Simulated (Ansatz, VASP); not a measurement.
**Ga7PdN8 in VASP and in Ansatz**

Contents of INCAR:

```
SYSTEM = Ga7PdN8
PREC = Accurate
ENCUT = 520
EDIFF = 1E-6
ISMEAR = 0
SIGMA = 0.05
LREAL = Auto
LASPH = .TRUE.
NELM = 150
ALGO = Normal
ISIF = 2
LWAVE = .FALSE.
LCHARG = .FALSE.
ISPIN = 2
MAGMOM = 0.37 0 0 0 0 0 0 0 0.18 0.01 0.01 0.01 0.04 0.04 0.04 0
LORBIT = 11
LMAXMIX = 4
LDAU = .TRUE.
LDAUTYPE = 2
LDAUL = 2 -1 -1
LDAUU = 2 0 0
LDAUJ = 0 0 0
LDAUPRINT = 1
GGA = PS
NBANDS = 88
```

File KPOINTS:

```
Automatic mesh
0
G
  3 3 3
  0 0 0
```

The input POSCAR:

```
Ga7PdN8
1.0
    6.3800000000      0.0000000000      0.0000000000
   -3.1900000000      5.5252421000      0.0000000000
    0.0000000000      0.0000000000      5.1890000000
Pd Ga N
1 7 8
Direct
    0.3333333333      0.1666666667      0.9970661367
    0.3367868153      0.6683934076      0.0013916944
    0.8316065924      0.1632131847      0.0013916944
    0.8316065924      0.6683934076      0.0013916944
    0.1645381660      0.3354618340      0.4974567470
    0.1645381660      0.8290763319      0.4974567470
    0.6709236681      0.3354618340      0.4974567470
    0.6666666667      0.8333333333      0.4986304684
    0.3333333333      0.1666666667      0.4037776122
    0.3349280613      0.6674640307      0.3738691721
    0.8325359693      0.1650719387      0.3738691721
    0.8325359693      0.6674640307      0.3738691721
    0.1551430545      0.3448569455      0.8695298536
    0.1551430545      0.8102861089      0.8695298536
    0.6897138911      0.3448569455      0.8695298536
    0.6666666667      0.8333333333      0.8737833818
```

Input for Ansatz:

```yaml
crystal:
  lattice:
    - [6.38, 0.0, 0.0]
    - [-3.19, 5.5252421, 0.0]
    - [0.0, 0.0, 5.189]
  atoms:
    - { symbol: Pd, position: [0.3333333333, 0.1666666667, 0.9970661367], spin: 1.5 }
    - { symbol: Ga, position: [0.3367868153, 0.6683934076, 0.0013916944] }
    - { symbol: Ga, position: [0.8316065924, 0.1632131847, 0.0013916944] }
    - { symbol: Ga, position: [0.8316065924, 0.6683934076, 0.0013916944] }
    - { symbol: Ga, position: [0.164538166, 0.335461834, 0.497456747] }
    - { symbol: Ga, position: [0.164538166, 0.8290763319, 0.497456747] }
    - { symbol: Ga, position: [0.6709236681, 0.335461834, 0.497456747] }
    - { symbol: Ga, position: [0.6666666667, 0.8333333333, 0.4986304684] }
    - { symbol: "N", position: [0.3333333333, 0.1666666667, 0.4037776122] }
    - { symbol: "N", position: [0.3349280613, 0.6674640307, 0.3738691721] }
    - { symbol: "N", position: [0.8325359693, 0.1650719387, 0.3738691721] }
    - { symbol: "N", position: [0.8325359693, 0.6674640307, 0.3738691721] }
    - { symbol: "N", position: [0.1551430545, 0.3448569455, 0.8695298536] }
    - { symbol: "N", position: [0.1551430545, 0.8102861089, 0.8695298536] }
    - { symbol: "N", position: [0.6897138911, 0.3448569455, 0.8695298536] }
    - { symbol: "N", position: [0.6666666667, 0.8333333333, 0.8737833818] }
basis:
  ecutwfc: 420
  ecutrho_ratio: 4
kpoints:
  mp_grid: { grid: [3, 3, 3] }
hamiltonian:
  xc: pbesol
  hubbard: { sites: [{ site: 0, l: d, u_eff: 2.0 }] }
scf:
  occupations: { method: gaussian, width: 0.05 }
  lower_state_search: "off"
  max_iter: 150
output:
  forces: true
  stress: true
  eigenvalues: true
  populations: true
  hubbard: { sites: [{ site: 0, l: d }] }
magnetization:
  spin_polarized: true
  initial_magnetization: 1.5
  spin_locking: { lock_magnetization: soft, n_iters: 12 }
```

Alike in both runs: task single point; functional PBEsol; k mesh 3 × 3 × 3; occupations gaussian, width 0.05 eV; collinear spin; Hubbard terms Pd d U = 2.0 eV.

|  | VASP | Ansatz |
| --- | --- | --- |
| version | VASP 6.6.1 | Ansatz 0.2.0 |
| potentials or method | VASP PAW PBE potentials, release 64 (Pd, Ga_d, N), cutoff 520 eV | scalar-relativistic, plane waves, PAW |
| valence electrons in the cell | 141 | 149 |

```csv
,VASP,Ansatz,Ansatz less VASP
gap on the k mesh at the Fermi level (eV),none,none,-
pressure (GPa),2.7,3.7,+1.06
"traceless stress, the component that is largest in VASP (GPa)",-0.88,0.84,+1.723
rms of the force components (eV/Å),0.155,0.009,-0.1456
net moment per atom (μB),0.00,0.06,+0.058
size of the moment on the site where the two differ most (μB),0.00,0.37,+0.366
```

VASP's potentials were made for PBE, not for PBEsol. Site moments also hang on the region over which each program counts them. The programs project onto different local orbitals, so the same U acts differently, and such runs can settle in different states. Atom by atom the forces differ by 0.156 eV/Å (rms over components). A gap of «none» marks a metal or a gap that the smearing closes. VASP's potentials hold 141 valence electrons a cell and Ansatz's 149, so a difference there can come from the potentials and not from the codes. Ansatz's warnings: filled band counts differ across k points, stress scf threshold loose.

The k mesh is coarse, so the values compare programs but aren't converged.
